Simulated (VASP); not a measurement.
A run of VASP 6.6.1 is set up as follows.

INCAR

```
SYSTEM = MgO
PREC     = Accurate       ! precision mode
ENCUT    = 840            ! plane-wave cutoff, eV
EDIFF    = 1E-6           ! SCF threshold, eV
ISMEAR   = 0              ! smearing method
SIGMA    = 0.05           ! smearing width, eV
LREAL    = .False.        ! projectors in reciprocal space
LASPH    = .True.         ! aspherical terms in the spheres
NELM     = 120            ! most SCF steps
ALGO     = Normal         ! electronic algorithm
ISIF     = 2              ! what is computed and relaxed
LWAVE    = .False.        ! write WAVECAR
LCHARG   = .True.         ! write CHGCAR
GGA      = CA             ! functional
LELF     = .True.         ! ELF
LVHAR    = .True.       
NBANDS   = 42             ! bands
GGA_COMPAT= .False.
```

File KPOINTS:

```
regular mesh
0
Gamma
  6 6 6
  0 0 0
```

Contents of POSCAR:

```
MgO
1.0
    4.1607146133      0.0000000000      0.0000000000
    0.0000000000     -4.1607146133      0.0000000000
    0.0000000000      0.0000000000     -4.1607146133
Mg O
4 4
Direct
   -0.0530239000      1.0530239000      1.0249957062
    0.5000000000      0.5000000000      1.0000000000
    0.5000000000      1.0000000000      0.5000000000
    0.0000000000      0.5000000000      0.5000000000
    0.5000000000      0.0000000000      0.0000000000
    0.0000000000      0.5000000000      0.0000000000
    0.0000000000      0.0000000000      0.5000000000
    0.5000000000      0.5000000000      0.5000000000
```

Potentials or basis: VASP PAW LDA potentials, release 64 (Mg_sv, O).

Launch:

```console
$ cat potpaw_LDA.64/Mg_sv/POTCAR potpaw_LDA.64/O/POTCAR > POTCAR
$ mpirun -np 1 vasp_std > vasp.out
```

Q: Estimate the band gap on the k mesh.

A: 5.00 eV.

Q: Estimate the largest force.

A: 3.773 eV/Å.

Q: Predict the pressure.

A: 4.0 GPa.

Forces in eV/Å, atoms in the order of the input:
```
Mg   2.579  2.579  0.968
Mg  -0.674 -0.674  0.102
Mg  -0.604  0.197 -0.310
Mg   0.197 -0.604 -0.310
O   -1.020 -0.232 -0.106
O   -0.232 -1.020 -0.106
O   -0.321 -0.321 -0.277
O    0.075  0.075  0.039
```

Caveat: the cell differs from its parent crystal (atom 1 (Mg) moved by -0.312 Å along [1 1 0] and -0.104 Å along [0 0 1]); the cell stands under pressure; forces of over 1 eV/Å act on the atoms, so gaps and moduli don't describe the material at rest.
